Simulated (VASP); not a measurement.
## WC: single point with PBEsol

The system is WC.

```
W C
1.0
     2.90050    0.00000    0.00000
    -1.45025    2.51191    0.00000
     0.00000    0.00000    2.82900
W C
1 1
Cartesian
  0.1591 0.1591 0.0000
  1.4503 0.8373 1.4145
```

This cell differs from its parent crystal: atom 1 (W) moved by (+0.225, +0.000) A along [1 1 0] and z.

```yaml
Program: VASP 6.6.1
Task: single point
Functional: PBEsol
Potentials_or_basis: VASP PAW PBE potentials, release 64 (W_sv, C)
Cutoff: 520 eV
k_mesh: 6 × 6 × 6
Occupations: gaussian, width 0.15 eV
Spin: no spin polarisation
```

The pressure is 9.4 GPa, the largest force is 3.859 eV/Å and the band gap on the k mesh is zero (band 9 reaches 11.90 eV, above the bottom of band 10 at 10.54 eV).

Forces on the atoms (eV/Å):
```
W   -3.000 -2.427  0.000
C    3.000  2.427  0.000
```

Stress tensor (GPa, compression positive):
```
13.39  7.22  0.00
 7.22  0.46  0.00
 0.00  0.00 14.30
```

Levels at points of the mesh, in eV from the Fermi level:
```csv
k point,band 6,band 7,band 8,band 9,band 10,band 11,band 12,band 13
"(0.00, 0.00, 0.00)",-4.97,-3.83,-2.97,-0.56,3.06,3.27,3.53,6.02
"(0.50, 0.00, 0.00)",-8.13,-4.68,-3.99,-0.42,2.22,3.99,4.64,8.61
"(0.00, 0.50, 0.00)",-6.91,-4.42,-3.54,-0.28,1.78,4.47,5.05,5.80
"(0.50, 0.50, 0.00)",-7.22,-4.64,-3.99,0.17,1.87,4.32,5.00,6.87
"(0.00, 0.00, 0.50)",-8.94,-3.51,-1.02,-0.86,-0.76,2.16,3.54,6.32
"(0.50, 0.00, 0.50)",-6.19,-4.23,-3.90,-0.63,4.28,5.11,6.47,8.49
"(0.00, 0.50, 0.50)",-7.09,-5.32,-4.60,0.59,4.21,5.03,5.75,9.17
"(0.50, 0.50, 0.50)",-6.73,-4.99,-4.13,0.08,4.20,5.06,5.11,9.31
```

Run time: 8.3 s on 1 thread of Intel(R) Xeon(R) 6975P-C (Granite Rapids), with other jobs on the host, peak memory 0.15 GiB.

Caveat: the k points lie up to 0.42 Å⁻¹ apart; the cell differs from its parent crystal (atom 1 (W) moved by (+0.225, +0.000) A along [1 1 0] and z); the PAW data sets were made with another functional, which shifts forces and pressure a little; spin-orbit coupling is left out, which moves the levels of the heavy elements.
